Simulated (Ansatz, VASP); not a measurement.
BaHfH6 in VASP and in Ansatz

```
Ba Hf H
1.0
     3.38455    0.00000    0.00000
     0.00000    3.61286    3.95457
     0.00000   -3.61286    3.95457
Ba Hf H
1 1 6
Direct
  0.50000 0.55541 0.55541
  0.00000 0.99768 0.99768
  0.50000 0.76742 0.05511
  0.50000 0.05511 0.76742
  0.50000 0.15820 0.15820
  0.00000 0.86404 0.34004
  0.00000 0.34004 0.86404
  0.00000 0.76214 0.76214
```

Change from the starting cell: the structure that the rattled cell fell into.

Alike in both runs: task single point; functional PBE; k mesh 6 × 4 × 4; occupations gaussian, width 0.1 eV; no spin polarisation.

|  | VASP | Ansatz |
| --- | --- | --- |
| version | VASP 6.6.1 | Ansatz 0.2.0 |
| potentials or method | VASP PAW PBE potentials, release 64 (Ba_sv, Hf_pv, H), cutoff 520 eV | scalar-relativistic, plane waves, PAW |
| valence electrons in the cell | 26 | 42 |

VASP gave:

| Property | Result |
| --- | --- |
| gap on the k mesh at the Fermi level (eV) | 2.37 |
| least direct gap on the mesh (eV) | 2.60 |
| pressure (GPa) | 0.6 |
| traceless stress, the component that is largest in VASP (GPa) | 0.34 |
| rms of the force components (eV/Å) | 0.052 |

Problem. What did Ansatz give for the same quantities?

Solution. gap on the k mesh at the Fermi level (eV): 2.43; least direct gap on the mesh (eV): 2.66; pressure (GPa): 0.2; traceless stress, the component that is largest in VASP (GPa): 0.06; rms of the force components (eV/Å): 0.022.

Atom by atom the forces differ by 0.033 eV/Å (rms over components). The functional is the same, so the differences come from potentials, cutoffs and numerics. VASP's potentials hold 26 valence electrons a cell and Ansatz's 42, so a difference there can come from the potentials and not from the codes.

Spin-orbit coupling is off throughout.
